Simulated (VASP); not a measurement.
A run of VASP 6.6.1 is set up as follows.

INCAR

```
  PREC = Accurate
  ENCUT = 520
  EDIFF = 1E-6
  ISMEAR = 0
  SIGMA = 0.15
  LREAL = False
  LASPH = True
  NELM = 80
  ALGO = Fast
  ISIF = 2
  LWAVE = False
  LCHARG = True
  GGA = PE
  LELF = True
  LVHAR = True
  NBANDS = 22
```

KPOINTS

```
Automatic mesh
0
Gamma
  21 21 12
```

The input POSCAR:

```
Rh
1.0
    2.7209906611      0.0000000000      0.0000000000
   -1.3604953306      2.3564470359      0.0000000000
    0.0000000000      0.0000000000      4.7932971485
Rh
2
Direct
    0.6666666667      0.3333333333      0.7500000000
    0.3333333333      0.6666666667      0.2500000000
```

Potentials or basis: VASP PAW PBE potentials, release 64 (Rh_pv).

The run is started by

```console
$ cat potpaw_PBE.64/Rh_pv/POTCAR > POTCAR
$ mpirun -np 1 vasp_std > vasp.out
```

(1) Predict the pressure.

(2) What does it give for the band gap on the k mesh?

Results:

(1) -15.9 GPa.

(2) zero (bands 15 and 16 overlap by 2.18 eV).

Caveat: the cell stands under tension.
